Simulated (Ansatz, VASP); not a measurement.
ZrN: VASP beside Ansatz

```
Zr N
1.0
     0.00000    2.29936    2.29936
     2.29936    0.00000    2.29936
     2.29936    2.29936    0.00000
Zr N
1 1
Direct
  0.00000 0.00000 0.00000
  0.50000 0.50000 0.50000
```

Change from the starting cell: volume scaled by 1.02, crystal datasets.

Alike in both runs: task electric field gradients; functional LDA; k mesh 9 × 9 × 9; occupations fermi-dirac, width 0.03 eV; no spin polarisation.

```csv
,VASP,Ansatz
version,VASP 6.6.1,Ansatz 0.2.0
potentials or method,"VASP PAW LDA potentials, release 64 (Zr_sv, N), cutoff 520 eV","all-electron PAW with datasets made for the crystal, scalar-relativistic"
```

```csv
,VASP,Ansatz,Ansatz less VASP
pressure (GPa),-11.8,-12.4,-0.61
```

LDA's correlation is that of Perdew and Zunger in VASP and of Perdew and Wang (1992) in Ansatz. Ansatz ran all-electron here, and VASP with PAW potentials.
